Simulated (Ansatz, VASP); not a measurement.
# One calculation of Ga, two programs

```xyz
1
Lattice="-1.4076 1.4076 1.4076 1.4076 -1.4076 1.4076 1.4076 1.4076 -1.4076" Properties=species:S:1:pos:R:3 pbc="T T T"
Ga    0.0000    0.0000    0.0000
```

Change from the starting cell: volume scaled by 0.58, LAPW.

Alike in both runs: task single point; functional PBE; k mesh 16 × 16 × 16; occupations fermi-dirac, width 0.08 eV; no spin polarisation.

```csv
,VASP,Ansatz
version,VASP 6.6.1,Ansatz 0.2.0
potentials or method,"VASP PAW PBE potentials, release 64 (Ga_d), cutoff 520 eV","all-electron LAPW, scalar-relativistic"
```

|  | VASP | Ansatz | Ansatz less VASP |
| --- | --- | --- | --- |
| pressure (GPa) | 98.1 | 97.4 | -0.64 |

Both programs put the cell under a high pressure, so it lies far from rest at this level. Ansatz ran all-electron here, and VASP with PAW potentials.

Noted on VASP's run: the cell as given lies far from equilibrium.
